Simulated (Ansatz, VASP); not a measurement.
One calculation of Ta, two programs

```
Ta
1.0
     4.96764    0.00000    0.00000
     0.00000    5.08683    0.00000
     0.00000    0.00000   18.86810
Ta
6
Direct
  0.31896 0.75000 0.43199
  0.68104 0.25000 0.43199
  0.81133 0.75000 0.50000
  0.18867 0.25000 0.50000
  0.31896 0.75000 0.56801
  0.68104 0.25000 0.56801
```

Alike in both runs: functional PBEsol; k mesh 8 × 7 × 1; occupations fermi-dirac, width 0.05 eV; no spin polarisation.

Ansatz relaxed the structure, and its values are those at the end. VASP's run is a single point on that final structure, the one shown.

|  | VASP | Ansatz |
| --- | --- | --- |
| version | VASP 6.6.1 | Ansatz 0.2.0 |
| potentials or method | VASP PAW PBE potentials, release 64 (Ta_pv) | PAW with Ansatz's default frozen-core files, scalar-relativistic |
| plane-wave cutoff (eV) | 520 | 420 |
| valence electrons in the cell | 66 | 78 |

|  | VASP | Ansatz | Ansatz less VASP |
| --- | --- | --- | --- |
| rms of the force components (eV/Å) | 0.008 | 0.004 | -0.0045 |

VASP's potentials were made for PBE, not for PBEsol. VASP's potentials hold 66 valence electrons a cell and Ansatz's 78, so a difference there can come from the potentials and not from the codes. Ansatz's warnings: stress scf threshold loose, xc potential rough in thin density.

Spin-orbit coupling is off throughout.
